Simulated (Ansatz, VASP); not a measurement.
# AgCl in VASP and in Ansatz

INCAR

```
PREC = Accurate ; ENCUT = 520
EDIFF = 1E-7 ; ISMEAR = -1
SIGMA = 0.08 ; LREAL = F
LASPH = T ; NELM = 100
ALGO = Normal ; ISIF = 2
LWAVE = F ; LCHARG = F
GGA = PS ; NBANDS = 16
```

KPOINTS

```
Automatic mesh
0
Gamma
  15 15 15
```

POSCAR

```
AgCl
1.0
    0.0000000000      2.2315852803      2.2315852803
    2.2315852803      0.0000000000      2.2315852803
    2.2315852803      2.2315852803      0.0000000000
Ag Cl
1 1
Direct
    0.0000000000      0.0000000000      0.0000000000
    0.5000000000      0.5000000000      0.5000000000
```

Input for Ansatz:

```yaml
crystal:
  lattice:
    - [0.0, 2.2315852803, 2.2315852803]
    - [2.2315852803, 0.0, 2.2315852803]
    - [2.2315852803, 2.2315852803, 0.0]
  atoms:
    - { symbol: Ag, position: [0.0, 0.0, 0.0] }
    - { symbol: Cl, position: [0.5, 0.5, 0.5] }
kpoints:
  mp_grid: { grid: [15, 15, 15] }
scf:
  occupations: { method: fermi_dirac, width: 0.08 }
hamiltonian:
  xc: pbesol
  pseudopotentials: { kind: all_electron, lapw: { basis_error: 0.001 } }
output:
  forces: true
  stress: true
  eigenvalues: true
  populations: true
```

Change from the starting cell: volume scaled by 0.55, LAPW.

Alike in both runs: task single point; functional PBEsol; k mesh 15 × 15 × 15; occupations fermi-dirac, width 0.08 eV; no spin polarisation.

|  | VASP | Ansatz |
| --- | --- | --- |
| version | VASP 6.6.1 | Ansatz 0.2.0 |
| potentials or method | VASP PAW PBE potentials, release 64 (Ag, Cl), cutoff 520 eV | all-electron LAPW, scalar-relativistic |

```tsv
	VASP	Ansatz	Ansatz less VASP
pressure (GPa)	158.6	158.6	+0.06
```

VASP's potentials were made for PBE, not for PBEsol. Both programs put the cell under a high pressure, so it lies far from rest at this level. Ansatz ran all-electron here, and VASP with PAW potentials.

Noted on VASP's run: the cell as given lies far from equilibrium.
